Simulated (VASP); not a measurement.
A run of VASP 6.6.1 is set up as follows.

File INCAR:

```
SYSTEM = ZnO
  PREC = Accurate
  ENCUT = 520
  EDIFF = 1E-8
  ISMEAR = 0
  SIGMA = 0.01
  LREAL = .False.
  LASPH = .True.
  NELM = 100
  ALGO = Normal
  ISIF = 2
  LWAVE = .False.
  LCHARG = .False.
  GGA = PS
  NBANDS = 26
  IBRION = 8
  NSW = 1
  LEPSILON = .True.
```

Contents of KPOINTS:

```
Automatic mesh
0
Gamma
  6 6 4
  0 0 0
```

The input POSCAR:

```
ZnO
1.0
    3.2305167399      0.0000000000      0.0000000000
   -1.6152583699      2.7977095641      0.0000000000
    0.0000000000      0.0000000000      5.2139362460
Zn O
2 2
Direct
    0.6666666667      0.3333333333      0.5006385768
    0.3333333333      0.6666666667      0.0006385768
    0.6666666667      0.3333333333      0.8796714232
    0.3333333333      0.6666666667      0.3796714232
```

Potentials or basis: VASP PAW PBE potentials, release 64 (Zn, O).

Launch:

```bash
$ cat potpaw_PBE.64/Zn/POTCAR potpaw_PBE.64/O/POTCAR > POTCAR
$ mpirun -np 1 vasp_std > vasp.out
```

(1) Predict the electronic dielectric tensor (diagonal).

(2) Predict the Born charges (mean of the diagonal).

(3) Estimate the highest phonon frequency at Γ, LO-TO splitting left out.

Answers

(1) 9.95, 9.95, 8.57.

(2) Zn +2.26; O -2.26 e.

(3) 536 cm⁻¹.

Caveat: the k points lie up to 0.37 Å⁻¹ apart.
